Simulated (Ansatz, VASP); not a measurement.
**Two plane-wave programs on NbC4**

The input INCAR:

```
PREC = Accurate
ENCUT = 910
EDIFF = 1E-6
ISMEAR = 0
SIGMA = 0.1
LREAL = F
LASPH = T
NELM = 200
ALGO = Normal
ISIF = 2
LWAVE = F
LCHARG = T
ISPIN = 2
MAGMOM = 1 0 0 0 0
LORBIT = 11
LMAXMIX = 4
GGA = PE
LELF = T
LVHAR = T
NBANDS = 26
GGA_COMPAT = F
```

File KPOINTS:

```
Automatic mesh
0
Gamma
  6 6 6
```

Contents of POSCAR:

```
NbC4
1.0
    3.6072856370      0.0000000000      0.0000000000
    0.0000000000      3.6072856370      0.0000000000
    0.0000000000      0.0000000000      3.6072856370
Nb C
1 4
Direct
    0.0000000000      0.0000000000      0.0000000000
    0.3489842254      0.6510157746      0.6510157746
    0.6510157746      0.3489842254      0.6510157746
    0.6510157746      0.6510157746      0.3489842254
    0.3489842254      0.3489842254      0.3489842254
```

Input for Ansatz:

```yaml
crystal:
  lattice:
    - [3.607285637, 0.0, 0.0]
    - [0.0, 3.607285637, 0.0]
    - [0.0, 0.0, 3.607285637]
  atoms:
    - { symbol: Nb, position: [0.0, 0.0, 0.0], spin: 1.0 }
    - { symbol: C, position: [0.3489842254, 0.6510157746, 0.6510157746] }
    - { symbol: C, position: [0.6510157746, 0.3489842254, 0.6510157746] }
    - { symbol: C, position: [0.6510157746, 0.6510157746, 0.3489842254] }
    - { symbol: C, position: [0.3489842254, 0.3489842254, 0.3489842254] }
basis:
  ecutwfc: 420
kpoints:
  mp_grid: { grid: [6, 6, 6] }
hamiltonian:
  xc: pbe
scf:
  occupations: { method: gaussian, width: 0.1 }
  lower_state_search: "off"
output:
  forces: true
  stress: true
  eigenvalues: true
  populations: true
magnetization:
  spin_polarized: true
```

Change from the starting cell: species swapped into the SnI4 type (P-43m, No. 215).

Alike in both runs: task single point; functional PBE; k mesh 6 × 6 × 6; occupations gaussian, width 0.1 eV; collinear spin.

|  | VASP | Ansatz |
| --- | --- | --- |
| version | VASP 6.6.1 | Ansatz 0.2.0 |
| potentials or method | VASP PAW PBE potentials, release 64 (Nb_sv, C_h), cutoff 910 eV | scalar-relativistic, plane waves, PAW |
| valence electrons in the cell | 29 | 29 |

Ansatz gave:

| Property | Result |
| --- | --- |
| gap on the k mesh at the Fermi level (eV) | none |
| rms of the force components (eV/Å) | 0.009 |
| net moment per atom (μB) | 0.00 |

Task: What did VASP give for the same quantities?

Result: gap on the k mesh at the Fermi level (eV): none; rms of the force components (eV/Å): 0.013; net moment per atom (μB): 0.00.

Atom by atom the forces differ by 0.022 eV/Å (rms over components). A gap of «none» marks a metal or a gap that the smearing closes. Ansatz's warnings: seeded moment not kept.

Noted on VASP's run: the cutoff is short for stress, so the pressure is rough.
